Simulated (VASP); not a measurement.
Here is a VASP 6.6.1 calculation.

Contents of INCAR:

```
ALGO = Normal ; EDIFF = 1E-6
ENCUT = 1330 ; GGA = PE
GGA_COMPAT = F ; ISIF = 2
ISMEAR = 0 ; LASPH = T
LCHARG = F ; LREAL = F
LWAVE = F ; NBANDS = 20
NELM = 120 ; PREC = Accurate
SIGMA = 0.1
```

File KPOINTS:

```
k-points
0
Gamma
  4 4 4
```

Contents of POSCAR:

```
ScAlN2
1.0
    2.7453552131     -3.0256839627      0.0000000000
    2.7453552131      3.0256839627      0.0000000000
    0.0000000000      0.0000000000      4.2775995950
Sc Al N
1 1 2
Direct
    0.5000000000      0.5000000000      0.5000000000
    0.0000000000      0.0000000000      0.5000000000
    0.3877740581      0.3877740581      0.0000000000
    0.6122259419      0.6122259419      0.0000000000
```

Potentials or basis: VASP PAW PBE potentials, release 64 (Sc_sv, Al, N_h).

Command:

```bash
$ cat potpaw_PBE.64/Sc_sv/POTCAR potpaw_PBE.64/Al/POTCAR potpaw_PBE.64/N_h/POTCAR > POTCAR
$ mpirun -np 1 vasp_std > vasp.out
```

Estimate the band gap on the k mesh.

zero (bands 12 and 13 overlap by 0.73 eV).

Predict the largest force.

0.009 eV/Å.

Predict the pressure.

0.2 GPa.

Forces in eV/Å, atoms in the order of the input:
```
Sc   0.000  0.000  0.000
Al   0.000  0.000  0.000
N   -0.009  0.000  0.000
N    0.009  0.000  0.000
```

Caveat: the k points lie up to 0.39 Å⁻¹ apart, too coarse for converged energies and pressures of a metal.
